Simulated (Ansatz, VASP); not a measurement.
# One calculation of HCl, two programs

```
CELL_PARAMETERS angstrom
7.98957 0.00000 0.00000
0.00000 7.98957 0.00000
0.00000 0.00000 7.98957
ATOMIC_POSITIONS crystal
Cl 0.58033 0.55772 0.91665
Cl 0.03675 0.33315 0.98222
Cl 0.21438 0.74347 0.67574
Cl 0.41882 0.51355 0.36844
Cl 0.85278 0.91485 0.83257
Cl 0.84209 0.69428 0.25091
Cl 0.64597 0.19270 0.13657
Cl 0.81084 0.36880 0.58950
Cl 0.06234 0.09649 0.36572
Cl 0.38452 0.14195 0.64943
H 0.57567 0.40598 0.98329
H 0.97311 0.35338 0.83284
H 0.31210 0.67245 0.56365
H 0.56841 0.48391 0.42648
H 0.83859 0.96445 0.67846
H 0.75264 0.65297 0.12043
H 0.79740 0.21993 0.07882
H 0.90586 0.27196 0.49343
H 0.18860 0.12956 0.46854
H 0.33383 0.98713 0.67674
```

Alike in both runs: functional PBE; dispersion D3(BJ); k mesh 1 × 1 × 1; occupations fermi-dirac, width 0.02 eV; no spin polarisation.

Ansatz relaxed the structure, and its values are those at the end. VASP's run is a single point on that final structure, the one shown.

```csv
,VASP,Ansatz
version,VASP 6.6.1,Ansatz 0.2.0
potentials or method,"VASP PAW PBE potentials, release 64 (Cl, H), cutoff 520 eV","scalar-relativistic, plane waves, PAW"
valence electrons in the cell,80,80
```

Ansatz gave:

```
rms of the force components (eV/Å) : 0.073
```

What did VASP give for the same quantities?

rms of the force components (eV/Å): 0.118.
